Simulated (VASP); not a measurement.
Write the native input for VASP 6.6.1 that does the following.

* Task: single point
* Functional: PBE
* Potentials or basis: VASP PAW PBE potentials, release 64 (Re)
* Cutoff: 520 eV
* k mesh: 10 × 10 × 10
* Occupations: gaussian, width 0.15 eV
* Spin: no spin polarisation
* Dipole correction: no
* Further INCAR settings: ALGO = Fast; EDIFF = 1e-06; NBANDS = 10

The structure of Re lies in POSCAR:

```
Re
1.0
    0.0000000000      2.1777328982      1.6833875303
    2.1777328982      0.0000000000      1.6833875303
    2.1777328982      2.1777328982      0.0000000000
Re
1
Direct
    0.0000000000      0.0000000000      0.0000000000
```

This cell differs from its parent crystal: volume 15.967 Å^3 an atom, c/a of the conventional cell 0.7730.

One way to write it, as run:

INCAR

```
PREC     = Accurate       # precision mode
ENCUT    = 520            # plane-wave cutoff, eV
EDIFF    = 1E-6           # SCF threshold, eV
ISMEAR   = 0              # smearing method
SIGMA    = 0.15           # smearing width, eV
LREAL    = False          # projectors in reciprocal space
LASPH    = True           # aspherical terms in the spheres
NELM     = 60             # most SCF steps
ALGO     = Fast           # electronic algorithm
ISIF     = 2              # what is computed and relaxed
LWAVE    = False          # write WAVECAR
LCHARG   = True           # write CHGCAR
GGA      = PE             # functional
LELF     = True           # ELF
LVHAR    = True         
NBANDS   = 10             # bands
```

KPOINTS

```
regular mesh
0
Gamma
  10 10 10
```

Potentials or basis: VASP PAW PBE potentials, release 64 (Re).

Run with:

```bash
$ cat potpaw_PBE.64/Re/POTCAR > POTCAR
$ mpirun -np 1 vasp_std > vasp.out
```

Results of the run:

The pressure is -17.9 GPa.

It took 14 s on 1 thread of Intel(R) Xeon(R) Platinum 8488C (Sapphire Rapids), with other jobs on the host, peak memory 0.13 GiB.
